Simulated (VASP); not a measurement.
Write the native input for VASP 6.6.1 that does the following.

```yaml
Task: relaxation of cell and atoms
Functional: PBE
Potentials_or_basis: VASP PAW PBE potentials, release 64 (Cd, S)
Cutoff: 600 eV
k_mesh: 3 × 3 × 6
Occupations: gaussian, width 0.1 eV
Spin: no spin polarisation
Dipole_correction: no
Further_INCAR_settings: ALGO = Normal; EDIFF = 1e-07; IBRION = 2; EDIFFG = -0.04; NSW = 90; ISIF = 3
```

The structure of CdS5 lies in POSCAR:

```
CdS5
1.0
    6.7855285508      0.0000000000      0.0000000000
   -3.3927642754      5.8764401031      0.0000000000
    0.0000000000      0.0000000000      3.1558556300
Cd S
1 5
Direct
    0.0000000000      0.0000000000      0.0000000000
    0.3333333333      0.6666666667      0.0000000000
    0.6666666667      0.3333333333      0.0000000000
    0.5000000000      0.0000000000      0.5000000000
    0.5000000000      0.5000000000      0.5000000000
    0.0000000000      0.5000000000      0.5000000000
```

The cell was built from a structure type or drawn by symmetry, and may not be a known phase.

These files were run (other wordings do the same):

INCAR

```
SYSTEM = CdS5
  PREC = Accurate
  ENCUT = 600
  EDIFF = 1E-7
  ISMEAR = 0
  SIGMA = 0.1
  LREAL = .FALSE.
  LASPH = .TRUE.
  NELM = 80
  ALGO = Normal
  ISIF = 3
  LWAVE = .FALSE.
  LCHARG = .FALSE.
  GGA = PE
  IBRION = 2
  NSW = 90
  EDIFFG = -0.04
```

KPOINTS

```
regular mesh
0
G
  3 3 6
  0 0 0
```

Potentials or basis: VASP PAW PBE potentials, release 64 (Cd, S).

Run with:

```console
$ cat potpaw_PBE.64/Cd/POTCAR potpaw_PBE.64/S/POTCAR > POTCAR
$ mpirun -np 1 vasp_std > vasp.out
```

Results of the run:

```json
{
  "Relaxed volume": "20.38 Å³/atom",
  "Relaxed cell": "a = 6.672 Å, b = 6.672 Å, c = 3.171 Å, α = 90.00°, β = 90.00°, γ = 120.00°",
  "Space group after relaxing (to 0.1 Å)": "P6/mmm (No. 191)",
  "Energy gained by relaxing": "4.7 meV/atom",
  "Ionic steps": "5",
  "Pressure after relaxing": "0.0 GPa",
  "Band gap on the k mesh": "zero (bands 21 and 22 overlap by 1.43 eV)"
}
```

It took 4.8 min on 1 thread of Intel Xeon 8259CL, with other jobs on the host, peak memory 0.3 GiB.
